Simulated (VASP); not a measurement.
NaF:

```xyz
2
Lattice="0.0000 2.3927 2.3927 2.3927 0.0000 2.3927 2.3927 2.3927 0.0000" Properties=species:S:1:pos:R:3 pbc="T T T"
Na    0.0000    0.0000    0.0000
F     2.3927    2.3927    2.3927
```

This cell differs from its parent crystal: strain +4.2%.

Base run:

```yaml
Program: VASP 6.6.1
Functional: PBE
Potentials_or_basis: VASP PAW PBE potentials, release 64 (Na_pv, F)
Cutoff: 520 eV
k_mesh: 10 × 10 × 10
Occupations: fermi-dirac, width 0.02 eV
Spin: no spin polarisation
```

Its results: band gap on the k mesh 5.81 eV; pressure -2.3 GPa.

The run is repeated on the same cell with these changes: functional from PBE to r2SCAN; occupations from fermi-dirac, width 0.02 eV to gaussian, width 0.01 eV. What comes out?

Band gap on the k mesh 6.66 eV; pressure -5.7 GPa.

Caveats: the cell stands under tension (at least some runs); the PAW data sets were made with another functional, which shifts forces and pressure a little (at least some runs).

A k mesh can miss the band edges.
